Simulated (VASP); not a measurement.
# AlFe (Pm-3m) in VASP: further runs

AlFe is run at these levels: PBE; tasks: single point.

All numbers are computed with VASP 6.6.1; they aren't measurements. Logs are shortened: lines on timing, memory, paths and dates and some standing lists are left out, and cuts for length are marked.

## 1. The cell of the first run

It takes space group Pm-3m (No. 221, cubic). Conventional cell: a = 3.075 Å, b = 3.075 Å, c = 3.075 Å, α = 90.00°, β = 90.00°, γ = 90.00°. Al (site symmetry m-3m) has 8 Fe at 2.66 Å and 6 Al at 3.08 Å within 3.5 Å. Fe (site symmetry m-3m) has 8 Al at 2.66 Å and 6 Fe at 3.08 Å within 3.5 Å.

## 2. Single point, PBE (volume scaled by 1.18)

Input file INCAR:

```
ALGO     = Normal         # electronic algorithm
EDIFF    = 1E-6           # SCF threshold, eV
ENCUT    = 520            # plane-wave cutoff, eV
GGA      = PE             # functional
ISIF     = 2              # what is computed and relaxed
ISMEAR   = -1             # smearing method
LASPH    = T              # aspherical terms in the spheres
LCHARG   = F              # write CHGCAR
LREAL    = F              # projectors in reciprocal space
LWAVE    = F              # write WAVECAR
NBANDS   = 12             # bands
NELM     = 60             # most SCF steps
PREC     = Accurate       # precision mode
SIGMA    = 0.1            # smearing width, eV
```

Input file KPOINTS:

```
k-points
0
Gamma
  11 11 11
```

Input file POSCAR:

```
AlFe
1.0
    3.0750604533      0.0000000000      0.0000000000
    0.0000000000      3.0750604533      0.0000000000
    0.0000000000      0.0000000000      3.0750604533
Al Fe
1 1
Direct
    0.0000000000      0.0000000000      0.0000000000
    0.5000000000      0.5000000000      0.5000000000
```

Potentials or basis: VASP PAW PBE potentials, release 64 (Al, Fe).

Run with:

```
> cat potpaw_PBE.64/Al/POTCAR potpaw_PBE.64/Fe/POTCAR > POTCAR
> mpirun -np 1 vasp_std > vasp.out
```

OUTCAR:

```text
EDIFF = 1E-6
   ENCUT = 520
   GGA = PE
   ISIF = 2
   ISMEAR = -1
   LASPH = T
   LREAL = F
   NELM = 60
   PREC = Accurate

 ion  position               nearest neighbor table
   1  0.000  0.000  0.000-   2 2.66   2 2.66   2 2.66   2 2.66   2 2.66   2 2.66   2 2.66   2 2.66

   2  0.500  0.500  0.500-   1 2.66   1 2.66   1 2.66   1 2.66   1 2.66   1 2.66   1 2.66   1 2.66

  LATTYP: Found a simple cubic cell.
 ALAT       =     3.0750604533

  Lattice vectors:

 A1 = (   3.0750604533,   0.0000000000,   0.0000000000)
 A2 = (   0.0000000000,   3.0750604533,   0.0000000000)
 A3 = (   0.0000000000,   0.0000000000,   3.0750604533)

Analysis of symmetry for initial positions (statically):
=====================================================================
 Subroutine PRICEL returns:
 Original cell was already a primitive cell.

 Routine SETGRP: Setting up the symmetry group for a
 simple cubic supercell.

 Subroutine GETGRP returns: Found 48 space group operations
[... 9 lines left out ...]

 Routine SETGRP: Setting up the symmetry group for a
 simple cubic supercell.

 Subroutine GETGRP returns: Found 48 space group operations
[... 11 lines left out ...]
                                     Primitive cell

  volume of cell :      29.0778

  direct lattice vectors                    reciprocal lattice vectors
     3.075060453  0.000000000  0.000000000     0.325196859  0.000000000  0.000000000
     0.000000000  3.075060453  0.000000000     0.000000000  0.325196859  0.000000000
     0.000000000  0.000000000  3.075060453     0.000000000  0.000000000  0.325196859

  length of vectors
     3.075060453  3.075060453  3.075060453     0.325196859  0.325196859  0.325196859

  position of ions in fractional coordinates (direct lattice)
[... 8 lines left out ...]
----------------------------------------------------------------------------------------

 KPOINTS: k-points

Automatic generation of k-mesh.
 Grid dimensions read from file:
 generate k-points for:   11   11   11

 Generating k-lattice:

  Cartesian coordinates                     Fractional coordinates (reciprocal lattice)
     0.029563351  0.000000000  0.000000000     0.090909091  0.000000000  0.000000000
     0.000000000  0.029563351  0.000000000     0.000000000  0.090909091  0.000000000
     0.000000000  0.000000000  0.029563351     0.000000000  0.000000000  0.090909091

  Length of vectors
     0.029563351  0.029563351  0.029563351

  Shift w.r.t. Gamma in fractional coordinates (k-lattice)
     0.000000000  0.000000000  0.000000000

 Subroutine IBZKPT returns following result:
 ===========================================

 Found     56 irreducible k-points:

 Following reciprocal coordinates:
            Coordinates               Weight
  0.000000  0.000000  0.000000      1.000000
  0.090909  0.000000  0.000000      6.000000
  0.181818  0.000000  0.000000      6.000000
  0.272727  0.000000  0.000000      6.000000
  0.363636  0.000000  0.000000      6.000000
  0.454545  0.000000  0.000000      6.000000
[... 16 lines left out ...]
  0.181818  0.090909  0.090909     24.000000
  0.272727  0.090909  0.090909     24.000000
 [... further k-points ...]
   k-points           NKPTS =     56   k-points in BZ     NKDIM =     56   number of bands    NBANDS=     12
   number of dos      NEDOS =    301   number of ions     NIONS =      2
   total plane-waves  NPLWV =  13824
   dimension x,y,z NGX =    24 NGY =   24 NGZ =   24
   dimension x,y,z NGXF=    48 NGYF=   48 NGZF=   48
   ions per type =               1   1
   NGX,Y,Z   is equivalent  to a cutoff of  12.98, 12.98, 12.98 a.u.
   NGXF,Y,Z  is equivalent  to a cutoff of  25.95, 25.95, 25.95 a.u.
 SYSTEM =  unknown system
   PREC   = accura    normal or accurate (medium, high low for compatibility)
   ISTART =      0    job   : 0-new  1-cont  2-samecut
   ICHARG =      2    charge: 1-file 2-atom 10-const
   ISPIN  =      1    spin polarized calculation?
   LNONCOLLINEAR =      F non collinear calculations
   LSORBIT =      F    spin-orbit coupling
   LASPH  =      T    aspherical Exc in radial PAW
   ENCUT  =  520.0 eV  38.22 Ry    6.18 a.u.   5.72  5.72  5.72*2*pi/ulx,y,z
   NELM   =     60;   NELMIN=  2; NELMDL= -5     # of ELM steps
   EDIFF  = 0.1E-05   stopping-criterion for ELM
   LREAL  =      F    real-space projection
   EDIFFG = 0.1E-04   stopping-criterion for IOM
   NSW    =      0    number of steps for IOM
   IBRION =     -1    ionic relax: 0-MD 1-quasi-New 2-CG
   NFREE  =      0    steps in history (QN), initial steepest desc. (CG)
   ISIF   =      2    stress and relaxation
   ISYM   =      2    0-nonsym 1-usesym 2-fastsym
   POTIM  = 0.5000    time-step for ionic-motion
   TEBEG  =    0.0;   TEEND  =   0.0 temperature during run
   PSTRESS=    0.0 pullay stress
   NELECT =      11.0000    total number of electrons
   NUPDOWN=      -1.0000    fix difference up-down
   EMIN   =  10.00;   EMAX   =-10.00  energy-range for DOS
   EFERMI =   0.00;   METHOD = LEGACY
   ISMEAR =    -1;   SIGMA  =   0.10  broadening in eV -4-tet -1-fermi 0-gaus
   EFERMI_NEDOS =   21; number of points for ismear=-14 and -15
   IALGO  =     38    algorithm
   IMIX   =      4    mixing-type and parameters
     AMIX     =   0.40;   BMIX     =  1.00
     AMIX_MAG =   1.60;   BMIX_MAG =  1.00
  volume/ion in A,a.u.               =      14.54        98.11
  Fermi-wavevector in a.u.,A,eV,Ry     =   1.184001  2.237437 19.073441  1.401858
  Thomas-Fermi vector in A             =   2.320224
   LORBIT       =      0    0 simple, 1 ext, 2 COOP (PROOUT), +10 PAW based schemes
   GGA     = PE    functional components
   LHFCALC =     F    Hartree Fock is set to
   AEXX    =    0.0000 exact exchange contribution
   IVDW    =     0    specifies the selected vdW correction
   LEPSILON=     F    determine dielectric tensor
   LRPA    =     F    only Hartree local field effects (RPA)
 non-spin polarized calculation
  energy-cutoff  :      520.00
  volume of cell :       29.08
 maximum number of plane-waves:       800
 NGX is ok and might be reduce to    24
   NGX = 11   NGY = 11   NGZ = 11

 number of electron      10.9999998 magnetization

 Free energy of the ion-electron system (eV)
  ---------------------------------------------------
  ext. energy  EPLUGINS =         0.00000000
  ---------------------------------------------------
  free energy    TOTEN  =       -12.18044115 eV

  energy without entropy =      -12.06169991  energy(sigma->0) =      -12.12107053

 E-fermi :   6.0017     XC(G=0): -11.2195

 val. band max:        6.0006670527   @ k =   0.2727   0.0909   0.0909
 cond. band min:       6.0025113098   @ k =   0.0909   0.0000   0.0000
 fundamental gap:      0.0018442571
 Fermi energy:         6.0016528338

 k-point     1 :       0.0000    0.0000    0.0000
  band No.  band energies     occupation
      1      -3.2213      2.00000
      2       4.3710      2.00000
      3       4.3710      2.00000
      4       6.0769      0.64055
      5       6.0769      0.64052
      6       6.0769      0.64052
      7      11.3570      0.00000
      8      11.3570      0.00000
      9      11.3570      0.00000
     10      14.4466      0.00000
     11      14.4466      0.00000
     12      18.0103      0.00000

 k-point     2 :       0.0909    0.0000    0.0000
  band No.  band energies     occupation
      1      -3.0876      2.00000
      2       4.3431      2.00000
      3       4.4060      2.00000
      4       6.0025      0.99571
      5       6.0025      0.99566
      6       6.0841      0.60979
      7      10.2959      0.00000
      8      11.5515      0.00000
      9      11.5515      0.00000
     10      14.4384      0.00000
     11      15.3316      0.00000
     12      18.5468      0.00000

 k-point     3 :       0.1818    0.0000    0.0000
  band No.  band energies     occupation
      1      -2.6898      2.00000
      2       4.1755      2.00000
      3       4.5018      2.00000
      4       5.8181      1.72486
      5       5.8181      1.72484
      6       6.1033      0.53141
      7       8.6833      0.00000
      8      12.0989      0.00000
      9      12.0989      0.00000
     10      14.4144      0.00000
     11      16.3378      0.00000
     12      20.2915      0.00000

 k-point     4 :       0.2727    0.0000    0.0000
  band No.  band energies     occupation
      1      -2.0377      2.00000
      2       3.6200      2.00000
      3       4.6323      2.00000
      4       5.6027      1.96366
      5       5.6027      1.96366
      6       6.1287      0.43851
      7       7.5189      0.00000
      8      12.9276      0.00000
      9      12.9276      0.00000
     10      14.3779      0.00000
     11      17.0430      0.00000
     12      20.0015      0.00000

 k-point     5 :       0.3636    0.0000    0.0000
  band No.  band energies     occupation
      1      -1.1511      2.00000
      2       2.5591      2.00000
      3       4.7574      1.99999
      4       5.4245      1.99379
      5       5.4245      1.99379
      6       6.1521      0.36349
      7       7.0143      0.00008
      8      13.9793      0.00000
      9      13.9793      0.00000
     10      14.3381      0.00000
     11      17.7501      0.00000
     12      18.2349      0.00000
[... 228 lines left out ...]
      1       1.7589      2.00000
      2       3.6713      2.00000
      3       4.2013      2.00000
      4       4.6964      2.00000
      5       5.5407      1.98029
      6       5.5492      1.97854
      7       6.6294      0.00375
      8       8.8077      0.00000
      9       9.2560      0.00000
     10      16.5803      0.00000
     11      19.3819      0.00000
     12      20.0779      0.00000

 k-point    22 :       0.0909    0.0909    0.0909
  band No.  band energies     occupation
      1      -2.8224      2.00000
      2       4.3924      2.00000
      3       4.3924      2.00000
      4       5.8823      1.53472
      5       5.9538      1.23495
      6       5.9538      1.23492
      7      10.4914      0.00000
      8      10.4914      0.00000
      9      10.9421      0.00000
     10      15.9513      0.00000
     11      15.9513      0.00000
     12      19.3438      0.00000

 k-point    23 :       0.1818    0.0909    0.0909
  band No.  band energies     occupation
      1      -2.4289      2.00000
      2       4.2625      2.00000
      3       4.4895      2.00000
      4       5.7037      1.90330
      5       5.7543      1.84460
      6       5.9691      1.16128
      7       8.9512      0.00000
      8      10.9487      0.00000
      9      11.3086      0.00000
     10      15.9941      0.00000
     11      17.3774      0.00000
     12      20.6163      0.00000

 k-point    24 :       0.2727    0.0909    0.0909
  band No.  band energies     occupation
      1      -1.7848      2.00000
      2       3.7502      2.00000
      3       4.6263      2.00000
      4       5.5180      1.98425
      5       5.5432      1.97980
      6       6.0007      1.00493
      7       7.7161      0.00000
      8      11.6072      0.00000
      9      12.0218      0.00000
     10      15.9819      0.00000
     11      18.2970      0.00000
     12      18.8678      0.00000

 [... further k-points ...]
[... 5 lines left out ...]
  --------------------------------------------------------------------------------------
  -------------------------------------------------------------------------------------
  Total       -4.2767970     -4.2767970     -4.2767970     -0.0000000     -0.0000000      0.0000000
  in kB     -235.6504366   -235.6504366   -235.6504366     -0.0000000     -0.0000000      0.0000000
  external PRESSURE =    -235.6504366 kB  Pullay stress =       0.0000000 kB

 VOLUME and BASIS-vectors are now :
 -----------------------------------------------------------------------------
  energy-cutoff  :      520.00
  volume of cell :       29.08
      direct lattice vectors                 reciprocal lattice vectors
     3.075060453  0.000000000  0.000000000     0.325196859  0.000000000  0.000000000
     0.000000000  3.075060453  0.000000000     0.000000000  0.325196859  0.000000000
     0.000000000  0.000000000  3.075060453     0.000000000  0.000000000  0.325196859

 POSITION                                       TOTAL-FORCE (eV/Angst)
 -----------------------------------------------------------------------------------
      0.00000      0.00000      0.00000         0.000000      0.000000      0.000000
      1.53753      1.53753      1.53753         0.000000      0.000000      0.000000
 -----------------------------------------------------------------------------------
    total drift:                                0.000000     -0.000000     -0.000000

  FREE ENERGIE OF THE ION-ELECTRON SYSTEM (eV)
  ---------------------------------------------------
  free  energy   TOTEN  =       -12.1804411520 eV

  energy  without entropy=      -12.0616999056  energy(sigma->0) =      -12.12107053
```

Run time: 4.9 s. Hardware: 1 thread of Intel Xeon 6975P-C (Granite Rapids), shared host; peak memory 0.15 GiB.

What came out:

- Free energy: -12.1804 eV
- Pressure: -23.6 GPa

 Spin polarisation is off, so any magnetic state and its effect on volume and gap are missing.

## 3. Single point, PBE, collinear spin, ferromagnetic start (volume scaled by 0.72)

Input file INCAR:

```
  PREC = Accurate
  ENCUT = 520
  EDIFF = 1E-6
  ISMEAR = -1
  SIGMA = 0.1
  LREAL = F
  LASPH = T
  NELM = 150
  ALGO = Normal
  ISIF = 2
  LWAVE = F
  LCHARG = F
  ISPIN = 2
  MAGMOM = 0 3
  LORBIT = 11
  LMAXMIX = 4
  GGA = PE
  NBANDS = 16
```

Input file KPOINTS:

```
regular mesh
0
Gamma
  11 11 11
```

Input file POSCAR:

```
AlFe
1.0
    2.6081775625      0.0000000000      0.0000000000
    0.0000000000      2.6081775625      0.0000000000
    0.0000000000      0.0000000000      2.6081775625
Al Fe
1 1
Direct
    0.0000000000      0.0000000000      0.0000000000
    0.5000000000      0.5000000000      0.5000000000
```

Potentials or basis: VASP PAW PBE potentials, release 64 (Al, Fe).

Run with:

```
> cat potpaw_PBE.64/Al/POTCAR potpaw_PBE.64/Fe/POTCAR > POTCAR
> mpirun -np 1 vasp_std > vasp.out
```

Wall time 17 s (1 thread of Intel Xeon 6975P-C (Granite Rapids), shared host); peak memory 0.15 GiB.

It converged, with:

| Property | Result |
| --- | --- |
| Free energy | -11.2997 eV |
| Pressure | 94.4 GPa |
| Net moment | 0.00 μB per cell |
| Valence electrons inside the program's atomic spheres | Al 1.06; Fe 8.19 |

Levels at points of the mesh, in eV from the Fermi level:
Spin up:
```
           k point  band 3  band 4  band 5  band 6  band 7  band 8  band 9  band 10
(0.00, 0.00, 0.00)   -3.43    0.25    0.25    0.25    8.56    8.56    8.56    11.18
```
Spin down:
```
           k point  band 2  band 3  band 4  band 5  band 6  band 7  band 8  band 9  band 10  band 11
(0.00, 0.00, 0.00)   -3.43   -3.43    0.25    0.25    0.25    8.56    8.56    8.56    11.18    11.18
```

Caveat: the starting moments collapsed, and a magnetic state may lie lower.

(Part 1 of 2 ends here.)
